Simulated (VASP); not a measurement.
# AlN (P6_3mc) in VASP: a series of runs, part 2 of 2

VASP 6.6.1.

## (4) Single point, PBEsol

Input file INCAR:

```
PREC = Accurate ; ENCUT = 600
EDIFF = 1E-6 ; ISMEAR = 0
SIGMA = 0.05 ; LREAL = False
LASPH = True ; NELM = 120
ALGO = Normal ; ISIF = 2
LWAVE = False ; LCHARG = False
GGA = PS ; NBANDS = 16
GGA_COMPAT = False
```

Input file KPOINTS:

```
Automatic mesh
0
Gamma
  6 6 4
```

Input file POSCAR:

```
AlN
1.0
    3.1066945025      0.0000000000      0.0000000000
   -1.5533472512      2.6904763609      0.0000000000
    0.0000000000      0.0000000000      4.9785885509
Al N
2 2
Direct
    0.3333333333      0.6666666667     -0.0007956041
    0.6666666667      0.3333333333      0.4992043959
    0.3333333333      0.6666666667      0.3807956041
    0.6666666667      0.3333333333      0.8807956041
```

Potentials or basis: VASP PAW PBE potentials, release 64 (Al, N).

The run is started by

```
$ cat potpaw_PBE.64/Al/POTCAR potpaw_PBE.64/N/POTCAR > POTCAR
$ mpirun -np 1 vasp_std > vasp.out
```

OUTCAR:

```text
PREC = Accurate
   ENCUT = 600
   EDIFF = 1E-6
   ISMEAR = 0
   LREAL = False
   LASPH = True
   NELM = 120
   ISIF = 2
   GGA = PS

 ion  position               nearest neighbor table
   1  0.333  0.667  0.999-   4 1.89   4 1.89   4 1.89   3 1.90   2 3.07   2 3.07   2 3.07   2 3.07
                             2 3.07   2 3.07
   2  0.667  0.333  0.499-   3 1.89   3 1.89   3 1.89   4 1.90   1 3.07   1 3.07   1 3.07   1 3.07
                             1 3.07   1 3.07
   3  0.333  0.667  0.381-   2 1.89   2 1.89   2 1.89   1 1.90
   4  0.667  0.333  0.881-   1 1.89   1 1.89   1 1.89   2 1.90

  LATTYP: Found a hexagonal cell.
 ALAT       =     3.1066945025
 C/A-ratio  =     1.6025356040

  Lattice vectors:

 A1 = (   3.1066945025,   0.0000000000,   0.0000000000)
 A2 = (  -1.5533472512,   2.6904763609,   0.0000000000)
 A3 = (   0.0000000000,   0.0000000000,   4.9785885509)

Analysis of symmetry for initial positions (statically):
=====================================================================
 Subroutine PRICEL returns:
 Original cell was already a primitive cell.

[... 175 lines left out ...]
 cond. band min:      10.2630980482   @ k =   0.0000   0.0000   0.0000
 fundamental gap:      4.1682327733
 Fermi energy:         6.3218119851

 k-point     1 :       0.0000    0.0000    0.0000
  band No.  band energies     occupation
      1      -9.0907      2.00000
      2      -6.8986      2.00000
      3       0.0231      2.00000
      4       5.2323      2.00000
      5       5.2323      2.00000
      6       5.8842      2.00000
[... 376 lines left out ...]
      3       1.2151      2.00000
      4       1.2151      2.00000
      5       2.1670      2.00000
      6       2.1670      2.00000
[... 8 lines left out ...]
     15      19.7998      0.00000
     16      19.7998      0.00000

------------------------ aborting loop because EDIFF is reached ----------------------------------------

  FORCE on cell =-STRESS in cart. coord.  units (eV):
  Direction    XX          YY          ZZ          XY          YZ          ZX
  --------------------------------------------------------------------------------------
  -------------------------------------------------------------------------------------
  Total        0.2776752      0.2776752      0.1883398      0.0000000     -0.0000000      0.0000000
  in kB       10.6908880     10.6908880      7.2513473      0.0000000     -0.0000000      0.0000000
  external PRESSURE =       9.5443744 kB  Pullay stress =       0.0000000 kB

 VOLUME and BASIS-vectors are now :
 -----------------------------------------------------------------------------
  energy-cutoff  :      600.00
  volume of cell :       41.61
      direct lattice vectors                 reciprocal lattice vectors
     3.106694502  0.000000000  0.000000000     0.321885528  0.185840696  0.000000000
    -1.553347251  2.690476361  0.000000000     0.000000000  0.371681392  0.000000000
     0.000000000  0.000000000  4.978588551     0.000000000  0.000000000  0.200860141

 POSITION                                       TOTAL-FORCE (eV/Angst)
 -----------------------------------------------------------------------------------
     -0.00000      1.79365      4.97463        -0.000000      0.000000     -0.013335
      1.55335      0.89683      2.48533         0.000000     -0.000000     -0.013335
     -0.00000      1.79365      1.89582        -0.000000     -0.000000      0.013335
      1.55335      0.89683      4.38512         0.000000      0.000000      0.013335
 -----------------------------------------------------------------------------------
    total drift:                               -0.000000      0.000000     -0.000747

  FREE ENERGIE OF THE ION-ELECTRON SYSTEM (eV)
  ---------------------------------------------------
  free  energy   TOTEN  =       -31.3133147849 eV

  energy  without entropy=      -31.3133147849  energy(sigma->0) =      -31.31331478
```

OSZICAR:

```text
N       E                     dE             d eps       ncg     rms          rms(c)
DAV:   1     0.453607585720E+02    0.45361E+02   -0.81005E+03   672   0.102E+03
DAV:   2    -0.319956038026E+02   -0.77356E+02   -0.70938E+02   944   0.205E+02
DAV:   3    -0.357597162254E+02   -0.37641E+01   -0.37521E+01   880   0.491E+01
DAV:   4    -0.357829018811E+02   -0.23186E-01   -0.23184E-01   808   0.404E+00
DAV:   5    -0.357831985715E+02   -0.29669E-03   -0.29669E-03   888   0.454E-01    0.117E+01
DAV:   6    -0.313614378302E+02    0.44218E+01   -0.95500E+00   840   0.235E+01    0.416E+00
DAV:   7    -0.313508222367E+02    0.10616E-01   -0.66673E-01   720   0.573E+00    0.288E+00
DAV:   8    -0.313179905720E+02    0.32832E-01   -0.72844E-02   760   0.242E+00    0.570E-01
DAV:   9    -0.313130347688E+02    0.49558E-02   -0.12577E-02   880   0.873E-01    0.246E-01
DAV:  10    -0.313134012984E+02   -0.36653E-03   -0.15023E-03   736   0.253E-01    0.152E-01
DAV:  11    -0.313133153782E+02    0.85920E-04   -0.14290E-04   800   0.914E-02    0.327E-02
DAV:  12    -0.313133147849E+02    0.59324E-06   -0.70278E-06   808   0.224E-02
   1 F= -.31313315E+02 E0= -.31313315E+02  d E =-.221172E-12
```

stdout:

```text
POSCAR found type information on POSCAR AlN
 POSCAR found :  2 types and       4 ions
 scaLAPACK will be used
 -----------------------------------------------------------------------------
|                                                                             |
|                                                                             |
|     You enforced a specific xc type in the INCAR file but a different       |
|     I HOPE YOU KNOW WHAT YOU ARE DOING!                                     |
|                                                                             |
 -----------------------------------------------------------------------------

 LDA part: xc-table for (Slater+PW92), standard interpolation
 POSCAR, INCAR and KPOINTS ok, starting setup
 FFT: planning ... GRIDC
 FFT: planning ... GRID_SOFT
 FFT: planning ... GRID
 WAVECAR not read
 entering main loop
```

Run time: 17 s. Hardware: 1 thread of Intel Xeon Platinum 8488C (Sapphire Rapids), shared host; peak memory 0.17 GiB.

Results:

* Free energy: -31.3133 eV
* Pressure: 1.0 GPa
* Largest force: 0.013 eV/Å
* Band gap on the k mesh: 4.17 eV

Forces in eV/Å, atoms in the order of the input:
```
Al   0.000  0.000 -0.013
Al   0.000  0.000 -0.013
N    0.000  0.000  0.013
N    0.000  0.000  0.013
```

Caveat: the PAW data sets were made with another functional, which shifts forces and pressure a little.

## (5) Single point, PBEsol

Input file INCAR:

```
SYSTEM = AlN
PREC = Accurate ; ENCUT = 600
EDIFF = 1E-6 ; ISMEAR = 0
SIGMA = 0.01 ; LREAL = .False.
LASPH = .True. ; NELM = 120
ALGO = Normal ; ISIF = 2
LWAVE = .False. ; LCHARG = .False.
GGA = PS ; NBANDS = 16
GGA_COMPAT = .False.
```

Input file KPOINTS:

```
Automatic mesh
0
Gamma
  6 6 4
  0 0 0
```

POSCAR is that of step 4.

The run is started by

```
$ cat potpaw_PBE.64/Al/POTCAR potpaw_PBE.64/N/POTCAR > POTCAR
$ mpirun -np 1 vasp_std > vasp.out
```

Wall time 17 s (1 thread of Intel Xeon Platinum 8488C (Sapphire Rapids), shared host); peak memory 0.17 GiB.

Results (log left out):

* Free energy: -31.3133 eV
* Pressure: 1.0 GPa
* Largest force: 0.013 eV/Å
* Band gap on the k mesh: 4.17 eV

Forces in eV/Å, atoms in the order of the input:
```
Al   0.000  0.000 -0.013
Al   0.000  0.000 -0.013
N    0.000  0.000  0.013
N    0.000  0.000  0.013
```

Stress tensor (GPa, compression positive):
```
1.07 0.00 0.00
0.00 1.07 0.00
0.00 0.00 0.73
```

Levels at points of the mesh, in eV from the valence-band top:
```csv
k point,band 6,band 7,band 8,band 9,band 10,band 11
"(0.00, 0.00, 0.00)",-0.21,-0.21,0.00,4.17,6.61,10.54
"(0.50, 0.00, 0.00)",-2.10,-1.81,-0.69,5.68,5.70,8.13
"(0.00, 0.00, 0.50)",-0.55,-0.55,-0.55,6.43,6.43,10.25
"(0.50, 0.00, 0.50)",-1.48,-1.38,-1.38,5.19,5.19,9.16
```

Caveat: the PAW data sets were made with another functional, which shifts forces and pressure a little.

## (6) Single point, PBEsol

Input file INCAR:

```
SYSTEM = AlN
  PREC = Accurate
  ENCUT = 600
  EDIFF = 1E-6
  ISMEAR = -5
  SIGMA = 0.1
  LREAL = .False.
  LASPH = .True.
  NELM = 120
  ALGO = Normal
  ISIF = 2
  LWAVE = .False.
  LCHARG = .False.
  GGA = PS
  NBANDS = 16
  GGA_COMPAT = .False.
```

Input file KPOINTS:

```
regular mesh
0
Gamma
  6 6 4
  0 0 0
```

POSCAR is that of step 5.

Potentials or basis: VASP PAW PBE potentials, release 64 (Al, N).

The run is started by

```
$ cat potpaw_PBE.64/Al/POTCAR potpaw_PBE.64/N/POTCAR > POTCAR
$ mpirun -np 1 vasp_std > vasp.out
```

Run time: 20 s. Hardware: 1 thread of Intel Xeon Platinum 8488C (Sapphire Rapids), shared host; peak memory 0.17 GiB.

The run converged. Its results:

| Item | Value |
| --- | --- |
| Free energy | -31.3133 eV |
| Pressure | 1.0 GPa |
| Largest force | 0.013 eV/Å |
| Band gap on the k mesh | 4.17 eV |

Forces on the atoms (eV/Å):
```
Al   0.000  0.000 -0.013
Al   0.000  0.000 -0.013
N    0.000  0.000  0.013
N    0.000  0.000  0.013
```

Stress tensor (GPa, compression positive):
```
1.07 0.00 0.00
0.00 1.07 0.00
0.00 0.00 0.73
```

Levels at points of the mesh, in eV from the valence-band top:
```csv
k point,band 5,band 6,band 7,band 8,band 9,band 10,band 11,band 12
"(0.00, 0.00, 0.00)",-0.86,-0.21,-0.21,0.00,4.17,6.61,10.54,11.08
"(0.50, 0.00, 0.00)",-3.38,-2.10,-1.81,-0.69,5.68,5.70,8.13,10.20
"(0.00, 0.00, 0.50)",-0.55,-0.55,-0.55,-0.55,6.43,6.43,10.25,10.25
"(0.50, 0.00, 0.50)",-1.48,-1.48,-1.38,-1.38,5.19,5.19,9.16,9.16
```

Caveat: the PAW data sets were made with another functional, which shifts forces and pressure a little.

## (7) Single point, PBEsol

Input file INCAR:

```
SYSTEM = AlN
PREC = Accurate ; ENCUT = 600
EDIFF = 1E-6 ; ISMEAR = -1
SIGMA = 0.2 ; LREAL = .FALSE.
LASPH = .TRUE. ; NELM = 120
ALGO = Normal ; ISIF = 2
LWAVE = .FALSE. ; LCHARG = .FALSE.
GGA = PS ; NBANDS = 16
GGA_COMPAT = .FALSE.
```

Input file KPOINTS:

```
Automatic mesh
0
G
  6 6 4
  0 0 0
```

POSCAR is that of step 6.

The run is started by

```
$ cat potpaw_PBE.64/Al/POTCAR potpaw_PBE.64/N/POTCAR > POTCAR
$ mpirun -np 1 vasp_std > vasp.out
```

Wall time 17 s (1 thread of Intel Xeon Platinum 8488C (Sapphire Rapids), shared host); peak memory 0.17 GiB.

It converged, with:

```
Free energy            : -31.3133 eV
Pressure               : 1.0 GPa
Largest force          : 0.013 eV/Å
Band gap on the k mesh : 4.17 eV
```

Forces on the atoms (eV/Å):
```
Al   0.000  0.000 -0.013
Al   0.000  0.000 -0.013
N    0.000  0.000  0.013
N    0.000  0.000  0.013
```

Stress tensor (GPa, compression positive):
```
1.07 0.00 0.00
0.00 1.07 0.00
0.00 0.00 0.73
```

Levels at points of the mesh, in eV from the valence-band top:
| k point | band 5 | band 6 | band 7 | band 8 | band 9 | band 10 | band 11 | band 12 |
| --- | --- | --- | --- | --- | --- | --- | --- | --- |
| (0.00, 0.00, 0.00) | -0.86 | -0.21 | -0.21 | 0.00 | 4.17 | 6.61 | 10.54 | 11.08 |
| (0.50, 0.00, 0.00) | -3.38 | -2.10 | -1.81 | -0.69 | 5.68 | 5.70 | 8.13 | 10.20 |
| (0.00, 0.00, 0.50) | -0.55 | -0.55 | -0.55 | -0.55 | 6.43 | 6.43 | 10.25 | 10.25 |
| (0.50, 0.00, 0.50) | -1.48 | -1.48 | -1.38 | -1.38 | 5.19 | 5.19 | 9.16 | 9.16 |

Caveat: the PAW data sets were made with another functional, which shifts forces and pressure a little.

## (8) The runs side by side

| k mesh | smearing | gap on the mesh (eV) | pressure (GPa) | largest force (eV/Å) |
| --- | --- | --- | --- | --- |
| 8 × 8 × 1 | gaussian 0.01 eV | 4.18 | 1.0 | 0.03 |
| 6 × 6 × 4 | gaussian 0.01 eV | 4.17 | 1.0 | 0.01 |
| 6 × 6 × 4 | gaussian 0.05 eV | 4.17 | 1.0 | 0.01 |
| 6 × 6 × 4 | tetrahedron | 4.17 | 1.0 | 0.01 |
| 6 × 6 × 4 | fermi-dirac 0.2 eV | 4.17 | 1.0 | 0.01 |

Alike in all rows: task single point; level PBEsol; potentials or basis VASP PAW PBE potentials, release 64 (Al, N); no spin polarisation; cell as given; cutoff (eV) 600.

Caveats: some runs use coarse meshes; the PAW data sets were made with another functional, which shifts forces and pressure a little.

Total energies depend on the potentials used, so only differences within one code and one set of settings carry meaning.

## (9) How close it comes

Step 3. Measured gap of AlN: 6.034 eV (an exciton energy, a little under the gap; 10 K; quoted in “Self-assembly of well-separated AlN nanowires directly on sputtered metallic TiN films”, 2019, arxiv:1910.07391). This calculation gives 4.17 eV (-1.87 eV). 2 values of this kind are on record (6.034 to 6.0343 eV); this one was drawn at random. The value is that of PBEsol, without temperature or zero-point motion. Semilocal functionals fall short of measured gaps as a rule.

Step 4. A measured gap of AlN is 6.0343 eV (an exciton energy, a little under the gap; 0 K; quoted in “Structural and optical properties of self-assembled AlN nanowires grown on SiO2/Si substrates by molecular beam epitaxy”, 2024, arxiv:2402.00216); the calculated 4.17 eV misses it by -1.87 eV. 2 values of this kind are on record (6.034 to 6.0343 eV); this one was drawn at random. The value is that of PBEsol, without temperature or zero-point motion. Semilocal functionals fall short of measured gaps as a rule.

Step 5. Measured gap of AlN: 6.034 eV (an exciton energy, a little under the gap; 10 K; quoted in “Self-assembly of well-separated AlN nanowires directly on sputtered metallic TiN films”, 2019, arxiv:1910.07391). This calculation gives 4.17 eV (-1.87 eV). 2 values of this kind are on record (6.034 to 6.0343 eV); this one was drawn at random. The value is that of PBEsol, without temperature or zero-point motion. Semilocal functionals fall short of measured gaps as a rule.

Step 6. Against the measured gap of AlN, 6.034 eV (an exciton energy, a little under the gap; 10 K; quoted in “Self-assembly of well-separated AlN nanowires directly on sputtered metallic TiN films”, 2019, arxiv:1910.07391), the calculated 4.17 eV is off by -1.87 eV. 2 values of this kind are on record (6.034 to 6.0343 eV); this one was drawn at random. The value is that of PBEsol, without temperature or zero-point motion. Semilocal functionals fall short of measured gaps as a rule.

Step 7. Against the measured gap of AlN, 6.0343 eV (an exciton energy, a little under the gap; 0 K; quoted in “Structural and optical properties of self-assembled AlN nanowires grown on SiO2/Si substrates by molecular beam epitaxy”, 2024, arxiv:2402.00216), the calculated 4.17 eV is off by -1.87 eV. 2 values of this kind are on record (6.034 to 6.0343 eV); this one was drawn at random. The value is that of PBEsol, without temperature or zero-point motion. Semilocal functionals fall short of measured gaps as a rule.
